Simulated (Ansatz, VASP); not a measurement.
## One calculation of Ge, two programs

```
Ge
1.0
     4.02269    0.00000    0.00000
    -2.01134    3.48375    0.00000
     0.00000    0.00000   18.86852
Ge
4
Cartesian
  0.0000 2.3225 5.1843
  2.0113 1.1613 4.5000
  0.6704 1.9354 11.1685
  2.6818 0.7742 10.4843
```

Alike in both runs: task single point; functional PBE; dispersion D3(BJ); k mesh 9 × 9 × 1; occupations gaussian, width 0.1 eV; no spin polarisation.

```csv
,VASP,Ansatz
version,VASP 6.6.1,Ansatz 0.2.0
potentials or method,"VASP PAW PBE potentials, release 64 (Ge_d), cutoff 520 eV","scalar-relativistic, plane waves, PAW"
valence electrons in the cell,56,56
```

```csv
,VASP,Ansatz,Ansatz less VASP
gap on the k mesh at the Fermi level (eV),0.09,0.09,0.000
least direct gap on the mesh (eV),0.09,0.09,0.000
rms of the force components (eV/Å),0.018,0.018,-0.0001
```

Atom by atom the forces differ by 0.000 eV/Å (rms over components).
